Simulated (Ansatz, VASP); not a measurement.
Two plane-wave programs on CdO

INCAR

```
SYSTEM = CdO
  AGGAC = 1.0
  AGGAX = 1.0
  ALDAC = 0.0
  ALDAX = 1.0
  ALGO = Normal
  EDIFF = 1E-6
  ENCUT = 600
  GGA = B5
  GGA_COMPAT = .FALSE.
  ISIF = 2
  ISMEAR = 0
  LASPH = .TRUE.
  LCHARG = .FALSE.
  LREAL = .FALSE.
  LWAVE = .FALSE.
  NBANDS = 16
  NELM = 120
  PREC = Accurate
  SIGMA = 0.05
```

The input KPOINTS:

```
k-points
0
G
  8 8 8
  0 0 0
```

Contents of POSCAR:

```
CdO
1.0
    0.0000000000      2.4001961454      2.4001961454
    2.4001961454      0.0000000000      2.4001961454
    2.4001961454      2.4001961454      0.0000000000
Cd O
1 1
Direct
    0.0000000000      0.0000000000      0.0000000000
    0.5000000000      0.5000000000      0.5000000000
```

Input for Ansatz:

```yaml
crystal:
  lattice:
    - [0.0, 2.4001961454, 2.4001961454]
    - [2.4001961454, 0.0, 2.4001961454]
    - [2.4001961454, 2.4001961454, 0.0]
  atoms:
    - { symbol: Cd, position: [0.0, 0.0, 0.0] }
    - { symbol: O, position: [0.5, 0.5, 0.5] }
basis:
  ecutwfc: 420
  ecutrho_ratio: 4
kpoints:
  mp_grid: { grid: [8, 8, 8] }
hamiltonian:
  xc: blyp
scf:
  occupations: { method: gaussian, width: 0.05 }
output:
  forces: true
  stress: true
  eigenvalues: true
```

Alike in both runs: task single point; functional BLYP; k mesh 8 × 8 × 8; occupations gaussian, width 0.05 eV; no spin polarisation.

|  | VASP | Ansatz |
| --- | --- | --- |
| version | VASP 6.6.1 | Ansatz 0.2.0 |
| potentials or method | VASP PAW PBE potentials, release 64 (Cd, O), cutoff 600 eV | scalar-relativistic, plane waves, PAW |
| valence electrons in the cell | 18 | 26 |

VASP gave:

```
gap on the k mesh at the Fermi level (eV) : none
pressure (GPa)                            : 3.5
```

**Question.** What did Ansatz give for the same quantities?

**Answer.** gap on the k mesh at the Fermi level (eV): none; pressure (GPa): 2.4.

VASP's potentials were made for PBE, not for BLYP. A gap of «none» marks a metal or a gap that the smearing closes. VASP's potentials hold 18 valence electrons a cell and Ansatz's 26, so a difference there can come from the potentials and not from the codes.
